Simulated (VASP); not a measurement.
# BeS (F-43m) in VASP: a series of runs

Aim: see how the results for BeS move with the level of theory and the settings. Levels: LDA, PBEsol. Tasks: single point.

All numbers are computed with VASP 6.6.1; they aren't measurements. Logs are shortened: lines on timing, memory, paths and dates and some standing lists are left out, and cuts for length are marked.

## Step 1: The cell of the first run

Symmetry: F-43m, No. 216, cubic system. Conventional cell: a = 4.869 Å, b = 4.869 Å, c = 4.869 Å, α = 90.00°, β = 90.00°, γ = 90.00°. Within 2.8 Å of Be (site symmetry -43m) lie 4 S at 2.11 Å. Within 2.8 Å of S (site symmetry -43m) lie 4 Be at 2.11 Å.

## Step 2: Single point, LDA

Input file INCAR:

```
SYSTEM = BeS
PREC = Accurate
ENCUT = 600
EDIFF = 1E-6
ISMEAR = 0
SIGMA = 0.01
LREAL = .False.
LASPH = .True.
NELM = 120
ALGO = Normal
ISIF = 2
LWAVE = .False.
LCHARG = .False.
GGA = CA
NBANDS = 11
GGA_COMPAT = .False.
```

Input file KPOINTS:

```
Automatic mesh
0
Gamma
  4 4 4
  0 0 0
```

Input file POSCAR:

```
BeS
1.0
    0.0000000000      2.4343066366      2.4343066366
    2.4343066366      0.0000000000      2.4343066366
    2.4343066366      2.4343066366      0.0000000000
Be S
1 1
Direct
    0.0000000000      0.0000000000      0.0000000000
    0.2500000000      0.2500000000      0.2500000000
```

Potentials or basis: VASP PAW LDA potentials, release 64 (Be, S).

Command:

```sh
$ cat potpaw_LDA.64/Be/POTCAR potpaw_LDA.64/S/POTCAR > POTCAR
$ mpirun -np 1 vasp_std > vasp.out
```

OUTCAR:

```text
SYSTEM = BeS
   PREC = Accurate
   ENCUT = 600
   EDIFF = 1E-6
   ISMEAR = 0
   LREAL = .False.
   LASPH = .True.
   NELM = 120
   ISIF = 2
   GGA = CA

 ion  position               nearest neighbor table
   1  0.000  0.000  0.000-   2 2.11   2 2.11   2 2.11   2 2.11
   2  0.250  0.250  0.250-   1 2.11   1 2.11   1 2.11   1 2.11

  LATTYP: Found a face centered cubic cell.
 ALAT       =     4.8686132732

  Lattice vectors:

 A1 = (   0.0000000000,   2.4343066366,   2.4343066366)
 A2 = (   2.4343066366,   0.0000000000,   2.4343066366)
 A3 = (   2.4343066366,   2.4343066366,   0.0000000000)

Analysis of symmetry for initial positions (statically):
=====================================================================
 Subroutine PRICEL returns:
 Original cell was already a primitive cell.

 Routine SETGRP: Setting up the symmetry group for a
 face centered cubic supercell.

 Subroutine GETGRP returns: Found 24 space group operations
 (whereof 24 operations were pure point group operations)
 out of a pool of 48 trial point group operations.

The static configuration has the point symmetry T_d .

Analysis of symmetry for dynamics (positions and initial velocities):
=====================================================================
 Subroutine PRICEL returns:
 Original cell was already a primitive cell.

 Routine SETGRP: Setting up the symmetry group for a
 face centered cubic supercell.

 Subroutine GETGRP returns: Found 24 space group operations
 (whereof 24 operations were pure point group operations)
 out of a pool of 48 trial point group operations.

The dynamic configuration has the point symmetry T_d .

 Subroutine INISYM returns: Found 24 space group operations
 (whereof 24 operations are pure point group operations),
 and found     1 'primitive' translations

----------------------------------------------------------------------------------------

                                     Primitive cell

  volume of cell :      28.8507

  direct lattice vectors                    reciprocal lattice vectors
     0.000000000  2.434306637  2.434306637    -0.205397296  0.205397296  0.205397296
     2.434306637  0.000000000  2.434306637     0.205397296 -0.205397296  0.205397296
     2.434306637  2.434306637  0.000000000     0.205397296  0.205397296 -0.205397296

  length of vectors
     3.442629460  3.442629460  3.442629460     0.355758552  0.355758552  0.355758552

  position of ions in fractional coordinates (direct lattice)
     0.000000000  0.000000000  0.000000000
[... 68 lines left out ...]
   ISYM   =      2    0-nonsym 1-usesym 2-fastsym
   POTIM  = 0.5000    time-step for ionic-motion
   TEBEG  =    0.0;   TEEND  =   0.0 temperature during run
   PSTRESS=    0.0 pullay stress
   NELECT =       8.0000    total number of electrons
   NUPDOWN=      -1.0000    fix difference up-down
   EMIN   =  10.00;   EMAX   =-10.00  energy-range for DOS
   EFERMI =   0.00;   METHOD = LEGACY
   ISMEAR =     0;   SIGMA  =   0.01  broadening in eV -4-tet -1-fermi 0-gaus
   EFERMI_NEDOS =   21; number of points for ismear=-14 and -15
   IALGO  =     38    algorithm
   IMIX   =      4    mixing-type and parameters
     AMIX     =   0.40;   BMIX     =  1.00
     AMIX_MAG =   1.60;   BMIX_MAG =  1.00
  volume/ion in A,a.u.               =      14.43        97.35
  Fermi-wavevector in a.u.,A,eV,Ry     =   1.067545  2.017368 15.505913  1.139652
  Thomas-Fermi vector in A             =   2.203165
   LORBIT       =      0    0 simple, 1 ext, 2 COOP (PROOUT), +10 PAW based schemes
   GGA     = CA    functional components
   LHFCALC =     F    Hartree Fock is set to
   AEXX    =    0.0000 exact exchange contribution
   IVDW    =     0    specifies the selected vdW correction
   LEPSILON=     F    determine dielectric tensor
   LRPA    =     F    only Hartree local field effects (RPA)
 non-spin polarized calculation
 Gauss-broadening in eV      SIGMA  =   0.01
  energy-cutoff  :      600.00
  volume of cell :       28.85
 maximum number of plane-waves:       982
   NGX = 13   NGY = 13   NGZ = 13

 number of electron       7.9999999 magnetization

 Free energy of the ion-electron system (eV)
  ---------------------------------------------------
  ext. energy  EPLUGINS =         0.00000000
  ---------------------------------------------------
  free energy    TOTEN  =       -11.07373789 eV

  energy without entropy =      -11.07373789  energy(sigma->0) =      -11.07373789

 E-fermi :   4.0558     XC(G=0):  -9.9377

 val. band max:        3.9337824199   @ k =   0.0000   0.0000   0.0000
 cond. band min:       6.8434918438   @ k =   0.5000   0.5000   0.0000
 fundamental gap:      2.9097094239
 Fermi energy:         4.0557575185

 k-point     1 :       0.0000    0.0000    0.0000
  band No.  band energies     occupation
      1      -9.6483      2.00000
      2       3.9338      2.00000
      3       3.9338      2.00000
      4       3.9338      2.00000
      5       9.4647      0.00000
      6       9.4647      0.00000
      7       9.4647      0.00000
      8       9.5026      0.00000
      9      16.7105      0.00000
     10      16.7105      0.00000
     11      18.4240      0.00000
[... 85 lines left out ...]
 k-point     8 :      -0.2500    0.5000    0.2500
  band No.  band energies     occupation
      1      -7.4515      2.00000
      2      -0.2783      2.00000
      3       0.0517      2.00000
      4       0.5678      2.00000
      5      10.2205      0.00000
      6      11.8405      0.00000
      7      12.1402      0.00000
      8      12.6892      0.00000
      9      17.9823      0.00000
     10      18.1347      0.00000
     11      20.8333      0.00000

------------------------ aborting loop because EDIFF is reached ----------------------------------------

  FORCE on cell =-STRESS in cart. coord.  units (eV):
  Direction    XX          YY          ZZ          XY          YZ          ZX
  --------------------------------------------------------------------------------------
  -------------------------------------------------------------------------------------
  Total       -0.6521522     -0.6521522     -0.6521522      0.0000000      0.0000000      0.0000000
  in kB      -36.2162698    -36.2162698    -36.2162698      0.0000000      0.0000000      0.0000000
  external PRESSURE =     -36.2162698 kB  Pullay stress =       0.0000000 kB

 VOLUME and BASIS-vectors are now :
 -----------------------------------------------------------------------------
  energy-cutoff  :      600.00
  volume of cell :       28.85
      direct lattice vectors                 reciprocal lattice vectors
     0.000000000  2.434306637  2.434306637    -0.205397296  0.205397296  0.205397296
     2.434306637  0.000000000  2.434306637     0.205397296 -0.205397296  0.205397296
     2.434306637  2.434306637  0.000000000     0.205397296  0.205397296 -0.205397296

 POSITION                                       TOTAL-FORCE (eV/Angst)
 -----------------------------------------------------------------------------------
      0.00000      0.00000      0.00000        -0.000000     -0.000000     -0.000000
      1.21715      1.21715      1.21715         0.000000      0.000000      0.000000
 -----------------------------------------------------------------------------------
    total drift:                               -0.000000     -0.000000      0.000000

  FREE ENERGIE OF THE ION-ELECTRON SYSTEM (eV)
  ---------------------------------------------------
  free  energy   TOTEN  =       -11.0737378882 eV

  energy  without entropy=      -11.0737378882  energy(sigma->0) =      -11.07373789
```

OSZICAR:

```text
N       E                     dE             d eps       ncg     rms          rms(c)
DAV:   1     0.185036097571E+02    0.18504E+02   -0.49418E+03   184   0.743E+02
DAV:   2    -0.103261884593E+02   -0.28830E+02   -0.27965E+02   246   0.111E+02
DAV:   3    -0.113115102245E+02   -0.98532E+00   -0.98345E+00   226   0.212E+01
DAV:   4    -0.113166956411E+02   -0.51854E-02   -0.51849E-02   219   0.176E+00
DAV:   5    -0.113167393435E+02   -0.43702E-04   -0.43702E-04   215   0.165E-01    0.556E+00
DAV:   6    -0.111403042376E+02    0.17644E+00   -0.14068E-01   202   0.169E+00    0.370E+00
DAV:   7    -0.110741180377E+02    0.66186E-01   -0.13734E-01   205   0.174E+00    0.868E-01
DAV:   8    -0.110737775738E+02    0.34046E-03   -0.66504E-03   217   0.434E-01    0.166E-01
DAV:   9    -0.110737366271E+02    0.40947E-04   -0.30266E-04   210   0.114E-01    0.557E-02
DAV:  10    -0.110737369001E+02   -0.27307E-06   -0.28291E-05   215   0.246E-02    0.150E-02
DAV:  11    -0.110737378882E+02   -0.98808E-06   -0.40861E-06   197   0.112E-02
   1 F= -.11073738E+02 E0= -.11073738E+02  d E =-.643009E-68
```

stdout:

```text
POSCAR found type information on POSCAR BeS
 POSCAR found :  2 types and       2 ions
 scaLAPACK will be used
 LDA part: xc-table for (Slater(with rela. corr.)+CA(PZ))
 , standard interpolation
 POSCAR, INCAR and KPOINTS ok, starting setup
 FFT: planning ... GRIDC
 FFT: planning ... GRID_SOFT
 FFT: planning ... GRID
 WAVECAR not read
 entering main loop
```

It took 2.5 s on 1 thread of AMD EPYC 9R45 (Zen 5), shared host; peak memory 0.09 GiB.

Results:

| Item | Value |
| --- | --- |
| Free energy | -11.0737 eV |
| Pressure | -3.6 GPa |
| Band gap on the k mesh | 2.91 eV (least direct gap 5.53 eV) |

Caveat: the k points lie up to 0.56 Å⁻¹ apart.

## Step 3: Single point, PBEsol

Input file INCAR:

```
  PREC = Accurate
  ENCUT = 600
  EDIFF = 1E-6
  ISMEAR = 0
  SIGMA = 0.01
  LREAL = False
  LASPH = True
  NELM = 120
  ALGO = Normal
  ISIF = 2
  LWAVE = False
  LCHARG = False
  GGA = PS
  NBANDS = 11
  GGA_COMPAT = False
```

Input file KPOINTS:

```
regular mesh
0
Gamma
  6 6 6
```

POSCAR is that of step 2.

Potentials or basis: VASP PAW PBE potentials, release 64 (Be, S).

Command:

```sh
$ cat potpaw_PBE.64/Be/POTCAR potpaw_PBE.64/S/POTCAR > POTCAR
$ mpirun -np 1 vasp_std > vasp.out
```

It took 4.7 s on 1 thread of AMD EPYC 9R45 (Zen 5), shared host; peak memory 0.11 GiB.

Results (log left out):

```yaml
Free_energy: -10.5591 eV
Pressure: -1.6 GPa
Band_gap_on_the_k_mesh: 2.95 eV (least direct gap 5.59 eV)
```

Levels at points of the mesh, in eV from the valence-band top:
```
           k point  band 1  band 2  band 3  band 4  band 5  band 6  band 7  band 8  band 9
(0.00, 0.00, 0.00)  -13.64    0.00    0.00    0.00    5.61    5.61    5.61    5.61   12.77
(0.50, 0.00, 0.00)  -12.04   -5.79   -1.03   -1.03    5.34    6.48    6.48   10.92   14.87
(0.50, 0.50, 0.00)  -11.50   -5.01   -2.63   -2.63    2.95    4.82   12.65   12.65   15.25
```

Caveat: the PAW data sets were made with another functional, which shifts forces and pressure a little. Expect the measured gap to be larger: semilocal functionals such as PBEsol lack the derivative discontinuity.
